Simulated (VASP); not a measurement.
Wanted: the native input for a VASP 6.6.1 run.

```yaml
Task: single point
Functional: revPBE
Potentials_or_basis: VASP PAW PBE potentials, release 64 (Ge_d)
Cutoff: 520 eV
k_mesh: 9 × 9 × 9
Occupations: fermi-dirac, width 0.05 eV
Spin: no spin polarisation
Dipole_correction: no
Further_INCAR_settings: ALGO = Normal; EDIFF = 1e-06; NBANDS = 21
```

The structure of Ge lies in POSCAR:

```
Ge
1.0
    0.0000000000      2.9055419186      2.9055419186
    2.9055419186      0.0000000000      2.9055419186
    2.9055419186      2.9055419186      0.0000000000
Ge
2
Direct
    0.5000000000      0.5000000000      0.5000000000
    0.7500000000      0.7500000000      0.7500000000
```

The input as run:

INCAR

```
SYSTEM = Ge
PREC = Accurate
ENCUT = 520
EDIFF = 1E-6
ISMEAR = -1
SIGMA = 0.05
LREAL = .FALSE.
LASPH = .TRUE.
NELM = 60
ALGO = Normal
ISIF = 2
LWAVE = .FALSE.
LCHARG = .TRUE.
GGA = RE
LELF = .TRUE.
LVHAR = .TRUE.
NBANDS = 21
```

KPOINTS

```
Automatic mesh
0
G
  9 9 9
  0 0 0
```

Potentials or basis: VASP PAW PBE potentials, release 64 (Ge_d).

Run with:

```bash
$ cat potpaw_PBE.64/Ge_d/POTCAR > POTCAR
$ mpirun -np 1 vasp_std > vasp.out
```

Results of the run:

* Pressure: -0.4 GPa
* Band gap on the k mesh: zero (filled and empty bands touch)

Caveat: the PAW data sets were made with another functional, which shifts forces and pressure a little.

Run time: 15 s on 1 thread of Intel(R) Xeon(R) Platinum 8559C (Emerald Rapids) (shared host), peak memory 0.18 GiB.
